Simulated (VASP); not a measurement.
# NaCl (Fm-3m) in VASP: a series of runs, part 2 of 3

VASP 6.6.1. Earlier steps stand in the parts before.

## Step 3: Relaxation of cell and atoms, LDA, target pressure 1 GPa, at which the enthalpy is minimised

This run uses another cell than the first one, of 20.40 Å³/atom, 1.030 times its volume.

File INCAR:

```
SYSTEM = NaCl
PREC     = Accurate       ! precision mode
ENCUT    = 600            ! plane-wave cutoff, eV
EDIFF    = 1E-7           ! SCF threshold, eV
ISMEAR   = 0              ! smearing method
SIGMA    = 0.01           ! smearing width, eV
LREAL    = .FALSE.        ! projectors in reciprocal space
LASPH    = .TRUE.         ! aspherical terms in the spheres
NELM     = 80             ! most SCF steps
ALGO     = Normal         ! electronic algorithm
ISIF     = 3              ! what is computed and relaxed
LWAVE    = .FALSE.        ! write WAVECAR
LCHARG   = .FALSE.        ! write CHGCAR
IBRION   = 2              ! ionic algorithm
NSW      = 100            ! ionic steps
EDIFFG   = -0.002         ! ionic threshold
PSTRESS  = 10.0
```

File KPOINTS:

```
Automatic mesh
0
G
  8 8 8
  0 0 0
```

File POSCAR:

```
NaCl
1.0
    0.0000000000      2.7321961662      2.7321961662
    2.7321961662      0.0000000000      2.7321961662
    2.7321961662      2.7321961662      0.0000000000
Na Cl
1 1
Direct
    0.0000000000      0.0000000000      0.0000000000
    0.5000000000      0.5000000000      0.5000000000
```

Potentials or basis: VASP PAW LDA potentials, release 64 (Na_pv, Cl).

Started as:

```bash
$ cat potpaw_LDA.64/Na_pv/POTCAR potpaw_LDA.64/Cl/POTCAR > POTCAR
$ mpirun -np 1 vasp_std > vasp.out
```

OUTCAR:

```text
SYSTEM = NaCl
   PREC = Accurate
   ENCUT = 600
   EDIFF = 1E-7
   ISMEAR = 0
   LREAL = .FALSE.
   LASPH = .TRUE.
   NELM = 80
   ISIF = 3
   IBRION = 2
   NSW = 100
   EDIFFG = -0.002
   PSTRESS = 10.0

 ion  position               nearest neighbor table
   1  0.000  0.000  0.000-
   2  0.500  0.500  0.500-

  LATTYP: Found a face centered cubic cell.
 ALAT       =     5.4643923324

  Lattice vectors:

 A1 = (   0.0000000000,   2.7321961662,   2.7321961662)
 A2 = (   2.7321961662,   0.0000000000,   2.7321961662)
 A3 = (   2.7321961662,   2.7321961662,   0.0000000000)

Analysis of symmetry for initial positions (statically):
=====================================================================
 Subroutine PRICEL returns:
 Original cell was already a primitive cell.

 Routine SETGRP: Setting up the symmetry group for a
 face centered cubic supercell.

 Subroutine GETGRP returns: Found 48 space group operations
 (whereof 48 operations were pure point group operations)
 out of a pool of 48 trial point group operations.

The static configuration has the point symmetry O_h .

Analysis of symmetry for dynamics (positions and initial velocities):
=====================================================================
 Subroutine PRICEL returns:
 Original cell was already a primitive cell.

 Routine SETGRP: Setting up the symmetry group for a
 face centered cubic supercell.

 Subroutine GETGRP returns: Found 48 space group operations
 (whereof 48 operations were pure point group operations)
 out of a pool of 48 trial point group operations.

The dynamic configuration has the point symmetry O_h .

 Subroutine INISYM returns: Found 48 space group operations
 (whereof 48 operations are pure point group operations),
 and found     1 'primitive' translations

----------------------------------------------------------------------------------------

                                     Primitive cell

  volume of cell :      40.7911

  direct lattice vectors                    reciprocal lattice vectors
     0.000000000  2.732196166  2.732196166    -0.183002965  0.183002965  0.183002965
     2.732196166  0.000000000  2.732196166     0.183002965 -0.183002965  0.183002965
     2.732196166  2.732196166  0.000000000     0.183002965  0.183002965 -0.183002965

  length of vectors
     3.863908873  3.863908873  3.863908873     0.316970434  0.316970434  0.316970434

  position of ions in fractional coordinates (direct lattice)
[... 8 lines left out ...]
----------------------------------------------------------------------------------------

 KPOINTS: Automatic mesh

Automatic generation of k-mesh.
 Grid dimensions read from file:
 generate k-points for:    8    8    8

 Generating k-lattice:

  Cartesian coordinates                     Fractional coordinates (reciprocal lattice)
    -0.022875371  0.022875371  0.022875371     0.125000000  0.000000000  0.000000000
     0.022875371 -0.022875371  0.022875371     0.000000000  0.125000000  0.000000000
     0.022875371  0.022875371 -0.022875371     0.000000000  0.000000000  0.125000000

  Length of vectors
     0.039621304  0.039621304  0.039621304

[... 39 lines left out ...]
   dimension x,y,z NGXF=    64 NGYF=   64 NGZF=   64
   ions per type =               1   1
   NGX,Y,Z   is equivalent  to a cutoff of  13.77, 13.77, 13.77 a.u.
   NGXF,Y,Z  is equivalent  to a cutoff of  27.54, 27.54, 27.54 a.u.
 SYSTEM =  NaCl
   PREC   = accura    normal or accurate (medium, high low for compatibility)
   ISTART =      0    job   : 0-new  1-cont  2-samecut
   ICHARG =      2    charge: 1-file 2-atom 10-const
   ISPIN  =      1    spin polarized calculation?
   LNONCOLLINEAR =      F non collinear calculations
   LSORBIT =      F    spin-orbit coupling
   LASPH  =      T    aspherical Exc in radial PAW
   ENCUT  =  600.0 eV  44.10 Ry    6.64 a.u.   7.72  7.72  7.72*2*pi/ulx,y,z
   NELM   =     80;   NELMIN=  2; NELMDL= -5     # of ELM steps
   EDIFF  = 0.1E-06   stopping-criterion for ELM
   LREAL  =      F    real-space projection
   EDIFFG = -.2E-02   stopping-criterion for IOM
   NSW    =    100    number of steps for IOM
   IBRION =      2    ionic relax: 0-MD 1-quasi-New 2-CG
   NFREE  =      1    steps in history (QN), initial steepest desc. (CG)
   ISIF   =      3    stress and relaxation
   ISYM   =      2    0-nonsym 1-usesym 2-fastsym
   POTIM  = 0.5000    time-step for ionic-motion
   TEBEG  =    0.0;   TEEND  =   0.0 temperature during run
   PSTRESS=   10.0 pullay stress
   NELECT =      14.0000    total number of electrons
   NUPDOWN=      -1.0000    fix difference up-down
   EMIN   =  10.00;   EMAX   =-10.00  energy-range for DOS
   EFERMI =   0.00;   METHOD = LEGACY
   ISMEAR =     0;   SIGMA  =   0.01  broadening in eV -4-tet -1-fermi 0-gaus
   EFERMI_NEDOS =   21; number of points for ismear=-14 and -15
   IALGO  =     38    algorithm
   IMIX   =      4    mixing-type and parameters
     AMIX     =   0.40;   BMIX     =  1.00
     AMIX_MAG =   1.60;   BMIX_MAG =  1.00
  volume/ion in A,a.u.               =      20.40       137.64
  Fermi-wavevector in a.u.,A,eV,Ry     =   1.146205  2.166013 17.875142  1.313786
  Thomas-Fermi vector in A             =   2.282890
   LORBIT       =      0    0 simple, 1 ext, 2 COOP (PROOUT), +10 PAW based schemes
   GGA     = CA    functional components
   LHFCALC =     F    Hartree Fock is set to
   AEXX    =    0.0000 exact exchange contribution
   IVDW    =     0    specifies the selected vdW correction
   LEPSILON=     F    determine dielectric tensor
   LRPA    =     F    only Hartree local field effects (RPA)
 conjugate gradient relaxation of ions
 non-spin polarized calculation
 Gauss-broadening in eV      SIGMA  =   0.01
  energy-cutoff  :      600.00
  volume of cell :       40.79
 maximum number of plane-waves:      1380
   NGX = 15   NGY = 15   NGZ = 15

--------------------------------------- Ionic step        1  -------------------------------------------

 number of electron      14.0000003 magnetization

 Free energy of the ion-electron system (eV)
  ---------------------------------------------------
  ext. energy  EPLUGINS =         0.00000000
  ---------------------------------------------------
  free energy    TOTEN  =        -7.38939274 eV

  energy without entropy =       -7.38939274  energy(sigma->0) =       -7.38939274

------------------------ aborting loop because EDIFF is reached ----------------------------------------

  FORCE on cell =-STRESS in cart. coord.  units (eV):
  Direction    XX          YY          ZZ          XY          YZ          ZX
  --------------------------------------------------------------------------------------
  -------------------------------------------------------------------------------------
  Total        0.0076154      0.0076154      0.0076154      0.0000000     -0.0000000      0.0000000
  in kB        0.2991132      0.2991132      0.2991132      0.0000000     -0.0000000      0.0000000
  external PRESSURE =      -9.7008868 kB  Pullay stress =      10.0000000 kB
[... 139 lines left out ...]
--------------------------------------- Ionic step        5  -------------------------------------------

 number of electron      14.0000005 magnetization

 Free energy of the ion-electron system (eV)
  ---------------------------------------------------
  ext. energy  EPLUGINS =         0.00000000
  ---------------------------------------------------
  free energy    TOTEN  =        -7.38582521 eV

  energy without entropy =       -7.38582521  energy(sigma->0) =       -7.38582521

 E-fermi :  -0.0820     XC(G=0):  -9.2645

 val. band max:       -0.1658595798   @ k =   0.0000   0.0000   0.0000
 cond. band min:       5.0405023827   @ k =   0.0000   0.0000   0.0000
 fundamental gap:      5.2063619626
 Fermi energy:        -0.0820488823

 k-point     1 :       0.0000    0.0000    0.0000
  band No.  band energies     occupation
      1     -20.7573      2.00000
      2     -20.7573      2.00000
      3     -20.7573      2.00000
      4     -13.0696      2.00000
      5      -0.1659      2.00000
      6      -0.1659      2.00000
      7      -0.1659      2.00000
      8       5.0405      0.00000
      9      10.7822      0.00000
     10      10.7822      0.00000
     11      10.7822      0.00000
[... 309 lines left out ...]
 k-point    24 :      -0.3750    0.2500    0.1250
  band No.  band energies     occupation
      1     -20.8013      2.00000
      2     -20.7719      2.00000
      3     -20.7649      2.00000
      4     -12.5167      2.00000
      5      -2.2640      2.00000
      6      -1.1572      2.00000
      7      -0.7061      2.00000
      8       8.1159      0.00000
      9       9.4998      0.00000
     10      10.3336      0.00000
     11      11.7095      0.00000

 [... further k-points ...]

------------------------ aborting loop because EDIFF is reached ----------------------------------------

  FORCE on cell =-STRESS in cart. coord.  units (eV):
  Direction    XX          YY          ZZ          XY          YZ          ZX
  --------------------------------------------------------------------------------------
  -------------------------------------------------------------------------------------
  Total        0.2479879      0.2479879      0.2479879      0.0000000      0.0000000     -0.0000000
  in kB       10.0195071     10.0195071     10.0195071      0.0000000      0.0000000     -0.0000000
  external PRESSURE =       0.0195071 kB  Pullay stress =      10.0000000 kB
[... 21 lines left out ...]
  energy  without entropy=       -7.3858252053  energy(sigma->0) =       -7.38582521

  enthalpy is  TOTEN    =        -7.1383201599 eV   P V=        0.2475050454

 reached required accuracy - stopping structural energy minimisation
```

Run time: 30 s. Hardware: 1 thread of Intel Xeon Platinum 8259CL at 2.50GHz (Skylake/Cascade Lake), shared host; peak memory 0.15 GiB.

Results:

```
Free energy                                            : -7.3858 eV
Relaxed volume                                         : 19.83 Å³/atom
Relaxed cell                                           : a = 3.828 Å, b = 3.828 Å, c = 3.828 Å, α = 60.00°, β = 60.00°, γ = 60.00°
Space group after relaxing (to 0.05 Å)                 : Fm-3m (No. 225)
Energy change on relaxing (the enthalpy is what falls) : +1.8 meV/atom
Ionic steps                                            : 5
Pressure after relaxing                                : 1.0 GPa
Band gap on the k mesh                                 : 5.21 eV, direct
```

Step by step:
```csv
step,energy change (eV),largest force (eV/Å),pressure (GPa),volume (Å³)
1,0.0000,0.0000,0.03,40.79
2,0.0015,0.0000,0.60,40.07
3,0.0048,0.0000,1.15,39.47
4,0.0037,0.0000,1.02,39.63
5,0.0036,0.0000,1.00,39.65
```

Final structure:
```
Na Cl
1.0
     0.00000    2.70658    2.70658
     2.70658    0.00000    2.70658
     2.70658    2.70658    0.00000
Na Cl
1 1
Direct
  0.00000 0.00000 0.00000
  0.50000 0.50000 0.50000
```

Levels at points of the mesh, in eV from the valence-band top:
| k point | band 5 | band 6 | band 7 | band 8 | band 9 | band 10 |
| --- | --- | --- | --- | --- | --- | --- |
| (0.00, 0.00, 0.00) | 0.00 | 0.00 | 0.00 | 5.21 | 10.95 | 10.95 |
| (0.50, 0.00, 0.00) | -2.44 | -0.35 | -0.35 | 7.10 | 10.96 | 10.96 |
| (0.50, 0.50, 0.00) | -2.10 | -0.76 | -0.76 | 7.52 | 7.60 | 11.84 |

Caveat: the cell is relaxed towards a set pressure, so the enthalpy falls and the energy may rise. LDA usually gives volumes a few per cent too small.

[end of part 2 of 3]
